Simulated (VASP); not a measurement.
# B2C (Fm-3m) in VASP: single point with PBE

Aim: the single point of B2C with PBE.

All numbers are computed with VASP 6.6.1; they aren't measurements. Logs are shortened: lines on timing, memory, paths and dates and some standing lists are left out, and cuts for length are marked.

**1. The cell of the first run**

It takes space group Fm-3m (No. 225, cubic). The conventional cell has a = 4.246 Å, b = 4.246 Å, c = 4.246 Å, α = 90.00°, β = 90.00°, γ = 90.00°. Within 2.4 Å of B (site symmetry -43m) lie 4 C at 1.84 Å and 6 B at 2.12 Å. C (site symmetry m-3m) has 8 B at 1.84 Å within 2.4 Å.

**2. Single point, PBE**

INCAR

```
PREC     = Accurate       # precision mode
ENCUT    = 600            # plane-wave cutoff, eV
EDIFF    = 1E-6           # SCF threshold, eV
ISMEAR   = 0              # smearing method
SIGMA    = 0.2            # smearing width, eV
LREAL    = False          # projectors in reciprocal space
LASPH    = True           # aspherical terms in the spheres
NELM     = 120            # most SCF steps
ALGO     = Normal         # electronic algorithm
ISIF     = 2              # what is computed and relaxed
LWAVE    = False          # write WAVECAR
LCHARG   = False          # write CHGCAR
GGA      = PE             # functional
NBANDS   = 12             # bands
GGA_COMPAT= False
```

KPOINTS

```
Automatic mesh
0
Gamma
  7 7 7
```

POSCAR

```
B2C
1.0
    0.0000000000      2.1228029944      2.1228029944
    2.1228029944      0.0000000000      2.1228029944
    2.1228029944      2.1228029944      0.0000000000
B C
2 1
Direct
    0.2500000000      0.2500000000      0.2500000000
    0.7500000000      0.7500000000      0.7500000000
    0.0000000000      0.0000000000      0.0000000000
```

Potentials or basis: VASP PAW PBE potentials, release 64 (B, C).

Run with:

```
cat potpaw_PBE.64/B/POTCAR potpaw_PBE.64/C/POTCAR > POTCAR
mpirun -np 1 vasp_std > vasp.out
```

OUTCAR:

```text
PREC = Accurate
   ENCUT = 600
   EDIFF = 1E-6
   ISMEAR = 0
   LREAL = False
   LASPH = True
   NELM = 120
   ISIF = 2
   GGA = PE

 ion  position               nearest neighbor table
   1  0.250  0.250  0.250-   3 1.84   3 1.84   3 1.84   3 1.84   2 2.12   2 2.12   2 2.12   2 2.12
                             2 2.12   2 2.12
   2  0.750  0.750  0.750-   3 1.84   3 1.84   3 1.84   3 1.84   1 2.12   1 2.12   1 2.12   1 2.12
                             1 2.12   1 2.12
   3  0.000  0.000  0.000-   2 1.84   2 1.84   2 1.84   1 1.84   1 1.84   1 1.84   2 1.84   1 1.84

  LATTYP: Found a face centered cubic cell.
 ALAT       =     4.2456059888

  Lattice vectors:

 A1 = (   0.0000000000,   2.1228029944,   2.1228029944)
 A2 = (   2.1228029944,   0.0000000000,   2.1228029944)
 A3 = (   2.1228029944,   2.1228029944,   0.0000000000)

Analysis of symmetry for initial positions (statically):
=====================================================================
 Subroutine PRICEL returns:
 Original cell was already a primitive cell.

 Routine SETGRP: Setting up the symmetry group for a
 face centered cubic supercell.

 Subroutine GETGRP returns: Found 48 space group operations
 (whereof 48 operations were pure point group operations)
 out of a pool of 48 trial point group operations.

The static configuration has the point symmetry O_h .

Analysis of symmetry for dynamics (positions and initial velocities):
=====================================================================
 Subroutine PRICEL returns:
 Original cell was already a primitive cell.

 Routine SETGRP: Setting up the symmetry group for a
 face centered cubic supercell.

 Subroutine GETGRP returns: Found 48 space group operations
 (whereof 48 operations were pure point group operations)
 out of a pool of 48 trial point group operations.

The dynamic configuration has the point symmetry O_h .

 Subroutine INISYM returns: Found 48 space group operations
 (whereof 48 operations are pure point group operations),
 and found     1 'primitive' translations

----------------------------------------------------------------------------------------

                                     Primitive cell

  volume of cell :      19.1319

  direct lattice vectors                    reciprocal lattice vectors
     0.000000000  2.122802994  2.122802994    -0.235537636  0.235537636  0.235537636
     2.122802994  0.000000000  2.122802994     0.235537636 -0.235537636  0.235537636
     2.122802994  2.122802994  0.000000000     0.235537636  0.235537636 -0.235537636

  length of vectors
     3.002096785  3.002096785  3.002096785     0.407963153  0.407963153  0.407963153

  position of ions in fractional coordinates (direct lattice)
     0.250000000  0.250000000  0.250000000
     0.750000000  0.750000000  0.750000000
     0.000000000  0.000000000  0.000000000

  ion indices of the primitive-cell ions
   primitive index   ion index
                 1           1
                 2           2
                 3           3

----------------------------------------------------------------------------------------

 KPOINTS: Automatic mesh

Automatic generation of k-mesh.
 Grid dimensions read from file:
 generate k-points for:    7    7    7

 Generating k-lattice:

  Cartesian coordinates                     Fractional coordinates (reciprocal lattice)
    -0.033648234  0.033648234  0.033648234     0.142857143  0.000000000  0.000000000
     0.033648234 -0.033648234  0.033648234     0.000000000  0.142857143  0.000000000
     0.033648234  0.033648234 -0.033648234     0.000000000  0.000000000  0.142857143

  Length of vectors
     0.058280450  0.058280450  0.058280450

  Shift w.r.t. Gamma in fractional coordinates (k-lattice)
     0.000000000  0.000000000  0.000000000

 Subroutine IBZKPT returns following result:
 ===========================================

 Found     20 irreducible k-points:

 Following reciprocal coordinates:
            Coordinates               Weight
  0.000000  0.000000  0.000000      1.000000
  0.142857  0.000000  0.000000      8.000000
  0.285714  0.000000  0.000000      8.000000
  0.428571  0.000000  0.000000      8.000000
  0.142857  0.142857  0.000000      6.000000
  0.285714  0.142857  0.000000     24.000000
[... 12 lines left out ...]
 -0.428571  0.428571  0.142857     24.000000
 -0.285714  0.428571  0.142857     24.000000
   k-points           NKPTS =     20   k-points in BZ     NKDIM =     20   number of bands    NBANDS=     12
   number of dos      NEDOS =    301   number of ions     NIONS =      3
   total plane-waves  NPLWV =  13824
   dimension x,y,z NGX =    24 NGY =   24 NGZ =   24
   dimension x,y,z NGXF=    48 NGYF=   48 NGZF=   48
   ions per type =               2   1
   NGX,Y,Z   is equivalent  to a cutoff of  13.29, 13.29, 13.29 a.u.
   NGXF,Y,Z  is equivalent  to a cutoff of  26.58, 26.58, 26.58 a.u.
 SYSTEM =  unknown system
   PREC   = accura    normal or accurate (medium, high low for compatibility)
   ISTART =      0    job   : 0-new  1-cont  2-samecut
   ICHARG =      2    charge: 1-file 2-atom 10-const
   ISPIN  =      1    spin polarized calculation?
   LNONCOLLINEAR =      F non collinear calculations
   LSORBIT =      F    spin-orbit coupling
   LASPH  =      T    aspherical Exc in radial PAW
   ENCUT  =  600.0 eV  44.10 Ry    6.64 a.u.   6.00  6.00  6.00*2*pi/ulx,y,z
   NELM   =    120;   NELMIN=  2; NELMDL= -5     # of ELM steps
   EDIFF  = 0.1E-05   stopping-criterion for ELM
   LREAL  =      F    real-space projection
   EDIFFG = 0.1E-04   stopping-criterion for IOM
   NSW    =      0    number of steps for IOM
   IBRION =     -1    ionic relax: 0-MD 1-quasi-New 2-CG
   NFREE  =      0    steps in history (QN), initial steepest desc. (CG)
   ISIF   =      2    stress and relaxation
   ISYM   =      2    0-nonsym 1-usesym 2-fastsym
   POTIM  = 0.5000    time-step for ionic-motion
   TEBEG  =    0.0;   TEEND  =   0.0 temperature during run
   PSTRESS=    0.0 pullay stress
   NELECT =      10.0000    total number of electrons
   NUPDOWN=      -1.0000    fix difference up-down
   EMIN   =  10.00;   EMAX   =-10.00  energy-range for DOS
   EFERMI =   0.00;   METHOD = LEGACY
   ISMEAR =     0;   SIGMA  =   0.20  broadening in eV -4-tet -1-fermi 0-gaus
   EFERMI_NEDOS =   21; number of points for ismear=-14 and -15
   IALGO  =     38    algorithm
   IMIX   =      4    mixing-type and parameters
     AMIX     =   0.40;   BMIX     =  1.00
     AMIX_MAG =   1.60;   BMIX_MAG =  1.00
  volume/ion in A,a.u.               =       6.38        43.04
  Fermi-wavevector in a.u.,A,eV,Ry     =   1.318728  2.492034 23.661114  1.739043
  Thomas-Fermi vector in A             =   2.448677
   LORBIT       =      0    0 simple, 1 ext, 2 COOP (PROOUT), +10 PAW based schemes
   GGA     = PE    functional components
   LHFCALC =     F    Hartree Fock is set to
   AEXX    =    0.0000 exact exchange contribution
   IVDW    =     0    specifies the selected vdW correction
   LEPSILON=     F    determine dielectric tensor
   LRPA    =     F    only Hartree local field effects (RPA)
 non-spin polarized calculation
 Gauss-broadening in eV      SIGMA  =   0.20
  energy-cutoff  :      600.00
  volume of cell :       19.13
 maximum number of plane-waves:       646
   NGX = 11   NGY = 11   NGZ = 11

 number of electron      10.0000000 magnetization

 number of electron       9.9999999 magnetization

 Free energy of the ion-electron system (eV)
  ---------------------------------------------------
  ext. energy  EPLUGINS =         0.00000000
  ---------------------------------------------------
  free energy    TOTEN  =       -16.67689518 eV

  energy without entropy =      -16.63905849  energy(sigma->0) =      -16.65797683

 E-fermi :  10.3913     XC(G=0): -12.6675

 val. band max:       10.3800871368   @ k =  -0.2857   0.4286   0.1429
 cond. band min:      10.4871150549   @ k =   0.2857   0.0000   0.0000
 fundamental gap:      0.1070279181
 Fermi energy:        10.3913488481

 k-point     1 :       0.0000    0.0000    0.0000
  band No.  band energies     occupation
      1     -10.2240      2.00000
      2       6.7364      2.00000
      3       6.7364      2.00000
      4       6.7364      2.00000
      5       8.6120      2.00000
      6       8.6120      2.00000
      7       8.6120      2.00000
      8      13.2680      0.00000
      9      16.7874      0.00000
     10      17.9949      0.00000
     11      17.9949      0.00000
     12      17.9949      0.00000

 k-point     2 :       0.1429    0.0000    0.0000
  band No.  band energies     occupation
      1      -9.8365      2.00000
      2       3.7123      2.00000
      3       5.8320      2.00000
      4       5.8320      2.00000
      5       9.6662      2.00000
      6       9.6662      2.00000
      7      10.0723      1.97592
      8      14.1447      0.00000
      9      17.1170      0.00000
     10      17.1170      0.00000
     11      17.1427      0.00000
     12      18.7387      0.00000

 k-point     3 :       0.2857    0.0000    0.0000
  band No.  band energies     occupation
      1      -8.6989      2.00000
      2      -0.0881      2.00000
      3       4.8544      2.00000
      4       4.8544      2.00000
      5      10.3684      1.12871
      6      10.3684      1.12871
      7      10.4871      0.49830
      8      15.5861      0.00000
      9      17.2929      0.00000
     10      17.2929      0.00000
     11      17.4571      0.00000
     12      21.1826      0.00000
[... 226 lines left out ...]
 k-point    19 :      -0.4286    0.4286    0.1429
  band No.  band energies     occupation
      1      -5.5494      2.00000
      2      -1.5917      2.00000
      3       0.0794      2.00000
      4       0.5391      2.00000
      5       9.5146      2.00000
      6      10.5884      0.16352
      7      14.7564      0.00000
      8      17.9543      0.00000
      9      18.1866      0.00000
     10      20.2002      0.00000
     11      20.6390      0.00000
     12      21.3503      0.00000

 k-point    20 :      -0.2857    0.4286    0.1429
  band No.  band energies     occupation
      1      -4.9856      2.00000
      2      -1.5436      2.00000
      3      -1.5100      2.00000
      4       0.8231      2.00000
      5      10.3801      1.06347
      6      13.6794      0.00000
      7      13.7946      0.00000
      8      14.9680      0.00000
      9      18.3207      0.00000
     10      19.3753      0.00000
     11      20.5231      0.00000
     12      21.6031      0.00000

------------------------ aborting loop because EDIFF is reached ----------------------------------------

  FORCE on cell =-STRESS in cart. coord.  units (eV):
  Direction    XX          YY          ZZ          XY          YZ          ZX
  --------------------------------------------------------------------------------------
  -------------------------------------------------------------------------------------
  Total       -0.0710186     -0.0710186     -0.0710186      0.0000000      0.0000000     -0.0000000
  in kB       -5.9473551     -5.9473551     -5.9473551      0.0000000      0.0000000     -0.0000000
  external PRESSURE =      -5.9473551 kB  Pullay stress =       0.0000000 kB

 VOLUME and BASIS-vectors are now :
 -----------------------------------------------------------------------------
  energy-cutoff  :      600.00
  volume of cell :       19.13
      direct lattice vectors                 reciprocal lattice vectors
     0.000000000  2.122802994  2.122802994    -0.235537636  0.235537636  0.235537636
     2.122802994  0.000000000  2.122802994     0.235537636 -0.235537636  0.235537636
     2.122802994  2.122802994  0.000000000     0.235537636  0.235537636 -0.235537636

 POSITION                                       TOTAL-FORCE (eV/Angst)
 -----------------------------------------------------------------------------------
      1.06140      1.06140      1.06140         0.000000      0.000000     -0.000000
      3.18420      3.18420      3.18420        -0.000000     -0.000000      0.000000
      0.00000      0.00000      0.00000         0.000000      0.000000      0.000000
 -----------------------------------------------------------------------------------
    total drift:                               -0.000000      0.000000     -0.000000

  FREE ENERGIE OF THE ION-ELECTRON SYSTEM (eV)
  ---------------------------------------------------
  free  energy   TOTEN  =       -16.6768951779 eV

  energy  without entropy=      -16.6390584856  energy(sigma->0) =      -16.65797683
```

Run time: 7.4 s. Hardware: 1 thread of Intel Xeon 8259CL, shared host; peak memory 0.13 GiB.

Results:

- Free energy: -16.6769 eV
- Pressure: -0.6 GPa
- Band gap on the k mesh: zero (band 5 reaches 10.65 eV, above the bottom of band 6 at 8.46 eV)

Caveat: the k points lie up to 0.37 Å⁻¹ apart.
